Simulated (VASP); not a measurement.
Wanted: the native input for a VASP 6.6.1 run.

| Item | Value |
| --- | --- |
| Task | single point |
| Functional | r2SCAN |
| Potentials or basis | VASP PAW PBE potentials, release 64 (Ag) |
| Cutoff | 520 eV |
| k mesh | 18 × 18 × 10 |
| Occupations | gaussian, width 0.15 eV |
| Spin | no spin polarisation |
| Dipole correction | no |
| Further INCAR settings | ALGO = Normal; EDIFF = 1e-07; NBANDS = 18 |

Ag:

```
CELL_PARAMETERS angstrom
3.04720 0.00000 0.00000
-1.52360 2.63895 0.00000
0.00000 0.00000 4.40680
ATOMIC_POSITIONS crystal
Ag 0.33333 0.66667 0.25000
Ag 0.66667 0.33333 0.75000
```

This cell differs from its parent crystal: strain +0.040 along x and y, -0.080 along z.

These files were run (other wordings do the same):

POSCAR

```
Ag
1.0
    3.0471980036      0.0000000000      0.0000000000
   -1.5235990018      2.6389508815      0.0000000000
    0.0000000000      0.0000000000      4.4068000000
Ag
2
Direct
    0.3333333333      0.6666666667      0.2500000000
    0.6666666667      0.3333333333      0.7500000000
```

INCAR.step1

```
SYSTEM = Ag
ALGO = Normal
EDIFF = 1E-4
ENCUT = 520
GGA = PE
ISMEAR = 0
LASPH = .True.
LCHARG = .False.
LREAL = .False.
LWAVE = .True.
NBANDS = 18
NELM = 80
PREC = Accurate
SIGMA = 0.15
```

INCAR.step2

```
SYSTEM = Ag
ALGO = Normal
EDIFF = 1E-7
ENCUT = 520
ISIF = 2
ISMEAR = 0
ISTART = 1
LASPH = .True.
LCHARG = .True.
LELF = .True.
LMIXTAU = .True.
LREAL = .False.
LVHAR = .True.
LWAVE = .False.
METAGGA = R2SCAN
NBANDS = 18
NELM = 80
PREC = Accurate
SIGMA = 0.15
```

KPOINTS

```
k-points
0
Gamma
  18 18 10
  0 0 0
```

Potentials or basis: VASP PAW PBE potentials, release 64 (Ag).

Launch:

```sh
$ cat potpaw_PBE.64/Ag/POTCAR > POTCAR
$ cp INCAR.step1 INCAR
$ mpirun -np 1 vasp_std > vasp.out
$ cp INCAR.step2 INCAR
$ mpirun -np 1 vasp_std > vasp.out
```

Results of the run:

* Pressure: -0.4 GPa
* Band gap on the k mesh: zero (bands 11 and 12 overlap by 7.25 eV)

Caveat: the cell differs from its parent crystal (strain +0.040 along x and y, -0.080 along z); the PAW data sets were made with another functional, which shifts forces and pressure a little.

It took 6.7 min on 1 thread of AMD EPYC 7R13 Processor (Zen 3), with other jobs on the host, peak memory 0.22 GiB.
